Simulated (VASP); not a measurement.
Crystal: Al3B2W.

```
Al B W
1.0
     3.89558   -1.41997    0.00000
     3.89558    1.41997    0.00000
    -3.34256    0.00000    5.82653
Al B W
3 2 1
Cartesian
  1.6961 0.0000 5.1873
  2.8057 0.0000 0.6333
  -0.7111 0.0000 3.0628
  3.9433 0.0000 4.6204
  0.5655 0.0000 1.2295
  5.0464 0.0000 2.7462
```

The cell was built from a structure type or drawn by symmetry, and may not be a known phase.

| Property | Result |
| --- | --- |
| Program | VASP 6.6.1 |
| Task | relaxation of cell and atoms |
| Functional | PBE |
| Potentials or basis | VASP PAW PBE potentials, release 64 (Al, B, W_sv) |
| Cutoff | 600 eV |
| k mesh | 6 × 6 × 3 |
| Occupations | gaussian, width 0.2 eV |
| Spin | no spin polarisation |

At the start: pressure 44.6 GPa; volume 10.74 Å³/atom.

Problem. How do energy, volume and symmetry change on relaxing?

Solution. Over 23 steps the energy falls by 1012.4 meV/atom and the volume is 12.11 Å³/atom (+12.7 %); space group Cm (No. 8, to 0.1 Å) before and after.

Step by step:
| step | energy change (eV) | largest force (eV/Å) | pressure (GPa) | volume (Å³) |
| --- | --- | --- | --- | --- |
| 1 | 0.0000 | 5.6317 | 44.57 | 64.46 |
| 2 | -1.5803 | 3.8412 | -14.23 | 95.23 |
| 3 | -2.7490 | 4.6658 | 1.34 | 78.33 |
| 4 | -3.8571 | 1.5007 | -16.26 | 85.41 |
| 5 | -3.8599 | 1.2020 | -14.93 | 84.57 |
| 6 | -4.8710 | 1.7814 | 1.58 | 74.45 |
| 7 | -4.8765 | 1.7330 | 0.27 | 74.99 |
| 8 | -5.2035 | 2.4153 | 2.12 | 73.44 |
| 9 | -5.3327 | 3.3784 | 7.57 | 71.28 |
| 10 | -5.4515 | 3.1059 | 6.88 | 71.33 |
| 11 | -5.6401 | 2.4055 | 6.25 | 71.47 |
| 12 | -5.7954 | 1.6088 | 3.23 | 72.19 |
| 13 | -5.9697 | 0.6797 | -4.13 | 74.37 |
| 14 | -5.9701 | 0.6890 | -3.84 | 74.27 |
| 15 | -6.0009 | 0.5974 | -2.61 | 73.66 |
| 16 | -6.0401 | 0.3733 | 1.01 | 72.02 |
| 17 | -6.0404 | 0.3757 | 1.41 | 71.86 |
| 18 | -6.0519 | 0.2628 | 0.99 | 72.05 |
| 19 | -6.0676 | 0.1798 | -0.16 | 72.62 |
| 20 | -6.0677 | 0.2136 | -0.25 | 72.67 |
| 21 | -6.0721 | 0.1161 | -0.08 | 72.63 |
| 22 | -6.0736 | 0.0807 | 0.13 | 72.58 |
| 23 | -6.0741 | 0.0459 | -0.07 | 72.65 |

Final structure:
```
Al B W
1.0
     4.62206   -1.62512   -0.04826
     4.62206    1.62512   -0.04826
    -3.91374    0.00000    4.87698
Al B W
3 2 1
Direct
  0.58204 0.58204 0.84737
  0.42470 0.42470 0.15650
  0.17945 0.17945 0.59053
  0.88112 0.88112 0.84265
  0.10961 0.10961 0.14924
  0.82308 0.82308 0.41371
```

Caveat: the k points lie up to 0.35 Å⁻¹ apart in the final cell, too coarse for converged energies and pressures of a metal; a cell axis changed by over 15 % at a fixed basis, so the end point is rough; the relaxation stopped at a loose force limit of 0.08 eV/Å, so its end isn't a converged minimum.
